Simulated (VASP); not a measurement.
The system is Si.

```
CELL_PARAMETERS angstrom
0.00000 2.73549 2.73549
2.73549 0.00000 2.73549
2.73549 2.73549 0.00000
ATOMIC_POSITIONS crystal
Si 0.50000 0.50000 0.50000
Si 0.75000 0.75000 0.75000
```

Base run:

- Program: VASP 6.6.1
- Functional: PBE
- Potentials or basis: VASP PAW PBE potentials, release 64 (Si)
- Cutoff: 500 eV
- k mesh: 10 × 10 × 10
- Occupations: fermi-dirac, width 0.03 eV
- Spin: no spin polarisation

Its results: band gap on the k mesh 0.62 eV, indirect (least direct gap 2.56 eV); pressure -0.1 GPa.

Task: The run is repeated on the same cell with these changes: occupations from fermi-dirac, width 0.03 eV to fermi-dirac, width 1 eV. What comes out?

Result: Band gap on the k mesh 0.67 eV, indirect (least direct gap 2.61 eV); pressure 2.6 GPa.

A k mesh can miss the band edges.
